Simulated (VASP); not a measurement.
# ZnO (P6_3mc) in VASP: a series of runs

The runs below take ZnO through single point, with PBEsol.

Everything below comes from runs of VASP 6.6.1. Logs are shortened: lines on timing, memory, paths and dates and some standing lists are left out, and cuts for length are marked.

## 1. The cell of the first run

The structure is hexagonal, space group P6_3mc (No. 186). Conventional cell: a = 3.149 Å, b = 3.149 Å, c = 5.490 Å, α = 90.00°, β = 90.00°, γ = 120.00°. Zn (site symmetry 3m) has 4 O at 1.89 to 2.25 Å within 2.5 Å. Within 2.5 Å of O (site symmetry 3m) lie 4 Zn at 1.89 to 2.25 Å.

## 2. Single point, PBEsol (c/a of the conventional cell at fixed volume 1.7433)

INCAR

```
SYSTEM = ZnO
ALGO = Normal
EDIFF = 1E-7
ENCUT = 520
GGA = PS
ISIF = 2
ISMEAR = 0
LASPH = .TRUE.
LCHARG = .FALSE.
LREAL = .FALSE.
LWAVE = .FALSE.
NBANDS = 26
NELM = 100
PREC = Accurate
SIGMA = 0.05
```

KPOINTS

```
k-points
0
G
  9 9 6
  0 0 0
```

POSCAR

```
ZnO
1.0
    3.1491219313      0.0000000000      0.0000000000
   -1.5745609656      2.7272195921      0.0000000000
    0.0000000000      0.0000000000      5.4898642628
Zn O
2 2
Direct
    0.3333333333      0.6666666667      0.0015754469
    0.6666666667      0.3333333333      0.5015754469
    0.3333333333      0.6666666667      0.4106854153
    0.6666666667      0.3333333333      0.9106854153
```

Potentials or basis: VASP PAW PBE potentials, release 64 (Zn, O).

Started as:

```
$ cat potpaw_PBE.64/Zn/POTCAR potpaw_PBE.64/O/POTCAR > POTCAR
$ mpirun -np 1 vasp_std > vasp.out
```

OUTCAR:

```text
SYSTEM = ZnO
   EDIFF = 1E-7
   ENCUT = 520
   GGA = PS
   ISIF = 2
   ISMEAR = 0
   LASPH = .TRUE.
   LREAL = .FALSE.
   NELM = 100
   PREC = Accurate

 ion  position               nearest neighbor table
   1  0.333  0.667  0.002-   4 1.89   4 1.89   4 1.89   3 2.25
   2  0.667  0.333  0.502-   3 1.89   3 1.89   3 1.89   4 2.25
   3  0.333  0.667  0.411-   2 1.89   2 1.89   2 1.89   1 2.25
   4  0.667  0.333  0.911-   1 1.89   1 1.89   1 1.89   2 2.25

  LATTYP: Found a hexagonal cell.
 ALAT       =     3.1491219313
 C/A-ratio  =     1.7433000000

  Lattice vectors:

 A1 = (   3.1491219313,   0.0000000000,   0.0000000000)
 A2 = (  -1.5745609656,   2.7272195921,   0.0000000000)
 A3 = (   0.0000000000,   0.0000000000,   5.4898642628)

Analysis of symmetry for initial positions (statically):
=====================================================================
 Subroutine PRICEL returns:
 Original cell was already a primitive cell.

 Routine SETGRP: Setting up the symmetry group for a
 hexagonal supercell.

 Subroutine GETGRP returns: Found 12 space group operations
 (whereof  6 operations were pure point group operations)
 out of a pool of 24 trial point group operations.

The static configuration has the point symmetry C_3v.
 The point group associated with its full space group is C_6v.

Analysis of symmetry for dynamics (positions and initial velocities):
=====================================================================
 Subroutine PRICEL returns:
 Original cell was already a primitive cell.

 Routine SETGRP: Setting up the symmetry group for a
 hexagonal supercell.

 Subroutine GETGRP returns: Found 12 space group operations
 (whereof  6 operations were pure point group operations)
 out of a pool of 24 trial point group operations.

The dynamic configuration has the point symmetry C_3v.
 The point group associated with its full space group is C_6v.

 Subroutine INISYM returns: Found 12 space group operations
 (whereof  6 operations are pure point group operations),
 and found     1 'primitive' translations

----------------------------------------------------------------------------------------

                                     Primitive cell

  volume of cell :      47.1489

  direct lattice vectors                    reciprocal lattice vectors
     3.149121931  0.000000000  0.000000000     0.317548835  0.183336905  0.000000000
    -1.574560966  2.727219592  0.000000000     0.000000000  0.366673811  0.000000000
     0.000000000  0.000000000  5.489864263     0.000000000  0.000000000  0.182153866

  length of vectors
     3.149121931  3.149121931  5.489864263     0.366673811  0.366673811  0.182153866

  position of ions in fractional coordinates (direct lattice)
     0.333333333  0.666666667  0.001575447
     0.666666667  0.333333333  0.501575447
     0.333333333  0.666666667  0.410685415
     0.666666667  0.333333333  0.910685415

  ion indices of the primitive-cell ions
   primitive index   ion index
                 1           1
                 2           2
                 3           3
                 4           4

----------------------------------------------------------------------------------------

 KPOINTS: k-points

Automatic generation of k-mesh.
 Grid dimensions read from file:
 generate k-points for:    9    9    6

 Generating k-lattice:

  Cartesian coordinates                     Fractional coordinates (reciprocal lattice)
     0.035283204  0.020370767  0.000000000     0.111111111  0.000000000  0.000000000
     0.000000000  0.040741535  0.000000000     0.000000000  0.111111111  0.000000000
     0.000000000  0.000000000  0.030358978     0.000000000  0.000000000  0.166666667

  Length of vectors
     0.040741535  0.040741535  0.030358978

  Shift w.r.t. Gamma in fractional coordinates (k-lattice)
     0.000000000  0.000000000  0.000000000

 Subroutine IBZKPT returns following result:
 ===========================================

 Found     48 irreducible k-points:

 Following reciprocal coordinates:
            Coordinates               Weight
  0.000000  0.000000  0.000000      1.000000
  0.111111  0.000000  0.000000      6.000000
  0.222222 -0.000000  0.000000      6.000000
  0.333333 -0.000000  0.000000      6.000000
  0.444444 -0.000000  0.000000      6.000000
  0.111111  0.111111  0.000000      6.000000
[... 16 lines left out ...]
  0.333333  0.222222  0.166667     24.000000
  0.333333  0.333333  0.166667      4.000000
 [... further k-points ...]
   k-points           NKPTS =     48   k-points in BZ     NKDIM =     48   number of bands    NBANDS=     26
   number of dos      NEDOS =    301   number of ions     NIONS =      4
   total plane-waves  NPLWV =  24192
   dimension x,y,z NGX =    24 NGY =   24 NGZ =   42
   dimension x,y,z NGXF=    48 NGYF=   48 NGZF=   84
   ions per type =               2   2
   NGX,Y,Z   is equivalent  to a cutoff of  12.67, 12.67, 12.72 a.u.
   NGXF,Y,Z  is equivalent  to a cutoff of  25.34, 25.34, 25.44 a.u.
 SYSTEM =  ZnO
   PREC   = accura    normal or accurate (medium, high low for compatibility)
   ISTART =      0    job   : 0-new  1-cont  2-samecut
   ICHARG =      2    charge: 1-file 2-atom 10-const
   ISPIN  =      1    spin polarized calculation?
   LNONCOLLINEAR =      F non collinear calculations
   LSORBIT =      F    spin-orbit coupling
   LASPH  =      T    aspherical Exc in radial PAW
   ENCUT  =  520.0 eV  38.22 Ry    6.18 a.u.   5.86  5.86 10.21*2*pi/ulx,y,z
   NELM   =    100;   NELMIN=  2; NELMDL= -5     # of ELM steps
   EDIFF  = 0.1E-06   stopping-criterion for ELM
   LREAL  =      F    real-space projection
   EDIFFG = 0.1E-05   stopping-criterion for IOM
   NSW    =      0    number of steps for IOM
   IBRION =     -1    ionic relax: 0-MD 1-quasi-New 2-CG
   NFREE  =      0    steps in history (QN), initial steepest desc. (CG)
   ISIF   =      2    stress and relaxation
   ISYM   =      2    0-nonsym 1-usesym 2-fastsym
   POTIM  = 0.5000    time-step for ionic-motion
   TEBEG  =    0.0;   TEEND  =   0.0 temperature during run
   PSTRESS=    0.0 pullay stress
   NELECT =      36.0000    total number of electrons
   NUPDOWN=      -1.0000    fix difference up-down
   EMIN   =  10.00;   EMAX   =-10.00  energy-range for DOS
   EFERMI =   0.00;   METHOD = LEGACY
   ISMEAR =     0;   SIGMA  =   0.05  broadening in eV -4-tet -1-fermi 0-gaus
   EFERMI_NEDOS =   21; number of points for ismear=-14 and -15
   IALGO  =     38    algorithm
   IMIX   =      4    mixing-type and parameters
     AMIX     =   0.40;   BMIX     =  1.00
     AMIX_MAG =   1.60;   BMIX_MAG =  1.00
  volume/ion in A,a.u.               =      11.79        79.54
  Fermi-wavevector in a.u.,A,eV,Ry     =   1.496300  2.827597 30.462260  2.238913
  Thomas-Fermi vector in A             =   2.608334
   LORBIT       =      0    0 simple, 1 ext, 2 COOP (PROOUT), +10 PAW based schemes
   GGA     = PS    functional components
   LHFCALC =     F    Hartree Fock is set to
   AEXX    =    0.0000 exact exchange contribution
   IVDW    =     0    specifies the selected vdW correction
   LEPSILON=     F    determine dielectric tensor
   LRPA    =     F    only Hartree local field effects (RPA)
 non-spin polarized calculation
 Gauss-broadening in eV      SIGMA  =   0.05
  energy-cutoff  :      520.00
  volume of cell :       47.15
 maximum number of plane-waves:      1287
 NGX is ok and might be reduce to    24
   NGX = 11   NGY = 11   NGZ = 21

 number of electron      35.9999971 magnetization

 Free energy of the ion-electron system (eV)
  ---------------------------------------------------
  ext. energy  EPLUGINS =         0.00000000
  ---------------------------------------------------
  free energy    TOTEN  =       -19.03586889 eV

  energy without entropy =      -19.03586889  energy(sigma->0) =      -19.03586889

 E-fermi :   1.6427     XC(G=0): -11.2124

 val. band max:        1.3471062536   @ k =   0.0000   0.0000   0.0000
 cond. band min:       1.9901225563   @ k =   0.0000   0.0000   0.0000
 fundamental gap:      0.6430163027
 Fermi energy:         1.6427114521

 k-point     1 :       0.0000    0.0000    0.0000
  band No.  band energies     occupation
      1     -17.1205      2.00000
      2     -16.5348      2.00000
      3      -4.9505      2.00000
      4      -4.9505      2.00000
      5      -4.8837      2.00000
      6      -4.8837      2.00000
[... 18 lines left out ...]
     25      15.7447      0.00000
     26      15.7447      0.00000

 k-point     2 :       0.1111    0.0000    0.0000
  band No.  band energies     occupation
      1     -17.0419      2.00000
      2     -16.4865      2.00000
      3      -5.0274      2.00000
      4      -4.9088      2.00000
      5      -4.8855      2.00000
      6      -4.8121      2.00000
[... 18 lines left out ...]
     25      14.8958      0.00000
     26      16.0073      0.00000

 k-point     3 :       0.2222   -0.0000    0.0000
  band No.  band energies     occupation
      1     -16.8343      2.00000
      2     -16.3665      2.00000
      3      -5.1819      2.00000
      4      -4.9355      2.00000
      5      -4.7144      2.00000
      6      -4.6188      2.00000
[... 18 lines left out ...]
     25      15.1895      0.00000
     26      16.0946      0.00000

 k-point     4 :       0.3333   -0.0000    0.0000
  band No.  band energies     occupation
      1     -16.5755      2.00000
      2     -16.2399      2.00000
      3      -5.2528      2.00000
      4      -4.9524      2.00000
      5      -4.5201      2.00000
      6      -4.3664      2.00000
[... 18 lines left out ...]
     25      15.4665      0.00000
     26      15.9392      0.00000
[... 496 lines left out ...]
      1     -16.4358      2.00000
      2     -16.2093      2.00000
      3      -5.0270      2.00000
      4      -4.8372      2.00000
      5      -4.5292      2.00000
      6      -4.4320      2.00000
[... 18 lines left out ...]
     25      12.9786      0.00000
     26      16.4533      0.00000

 k-point    23 :       0.3333    0.2222    0.1667
  band No.  band energies     occupation
      1     -16.2787      2.00000
      2     -16.1681      2.00000
      3      -4.8006      2.00000
      4      -4.6949      2.00000
      5      -4.4302      2.00000
      6      -4.2472      2.00000
[... 18 lines left out ...]
     25      13.6962      0.00000
     26      15.5852      0.00000

 k-point    24 :       0.3333    0.3333    0.1667
  band No.  band energies     occupation
      1     -16.1899      2.00000
      2     -16.1899      2.00000
      3      -4.6394      2.00000
      4      -4.3637      2.00000
      5      -4.3637      2.00000
      6      -4.3511      2.00000
[... 18 lines left out ...]
     25      14.3129      0.00000
     26      15.8763      0.00000

 [... further k-points ...]

------------------------ aborting loop because EDIFF is reached ----------------------------------------

  FORCE on cell =-STRESS in cart. coord.  units (eV):
  Direction    XX          YY          ZZ          XY          YZ          ZX
  --------------------------------------------------------------------------------------
  -------------------------------------------------------------------------------------
  Total        4.4658908      4.4658908     -2.4603410      0.0000000      0.0000000      0.0000000
  in kB      151.7565657    151.7565657    -83.6054707      0.0000000      0.0000000      0.0000000
  external PRESSURE =      73.3025536 kB  Pullay stress =       0.0000000 kB

 VOLUME and BASIS-vectors are now :
 -----------------------------------------------------------------------------
  energy-cutoff  :      520.00
  volume of cell :       47.15
      direct lattice vectors                 reciprocal lattice vectors
     3.149121931  0.000000000  0.000000000     0.317548835  0.183336905  0.000000000
    -1.574560966  2.727219592  0.000000000     0.000000000  0.366673811  0.000000000
     0.000000000  0.000000000  5.489864263     0.000000000  0.000000000  0.182153866

 POSITION                                       TOTAL-FORCE (eV/Angst)
 -----------------------------------------------------------------------------------
     -0.00000      1.81815      0.00865        -0.000000      0.000000      0.854651
      1.57456      0.90907      2.75358         0.000000     -0.000000      0.854651
     -0.00000      1.81815      2.25461         0.000000      0.000000     -0.854651
      1.57456      0.90907      4.99954         0.000000      0.000000     -0.854651
 -----------------------------------------------------------------------------------
    total drift:                               -0.000001     -0.000001     -0.000945

  FREE ENERGIE OF THE ION-ELECTRON SYSTEM (eV)
  ---------------------------------------------------
  free  energy   TOTEN  =       -19.0358688943 eV

  energy  without entropy=      -19.0358688943  energy(sigma->0) =      -19.03586889
```

It took 21 s on 1 thread of Intel Xeon 6975P-C (Granite Rapids), shared host; peak memory 0.18 GiB.

Results:

```
Free energy            : -19.0359 eV
Pressure               : 7.3 GPa
Largest force          : 0.855 eV/Å
Band gap on the k mesh : 0.64 eV, direct
```

Forces on the atoms (eV/Å):
```
Zn   0.000  0.000  0.855
Zn   0.000  0.000  0.855
O    0.000  0.000 -0.855
O    0.000  0.000 -0.855
```

Levels at points of the mesh, in eV from the valence-band top:
| k point | band 16 | band 17 | band 18 | band 19 | band 20 | band 21 |
| --- | --- | --- | --- | --- | --- | --- |
| (0.00, 0.00, 0.00) | -0.44 | 0.00 | 0.00 | 0.64 | 5.05 | 7.21 |
| (0.00, 0.00, 0.50) | -0.22 | -0.22 | -0.22 | 3.11 | 3.11 | 9.14 |

Caveat: the PAW data sets were made with another functional, which shifts forces and pressure a little.

(Continued in part 2 of 2.)
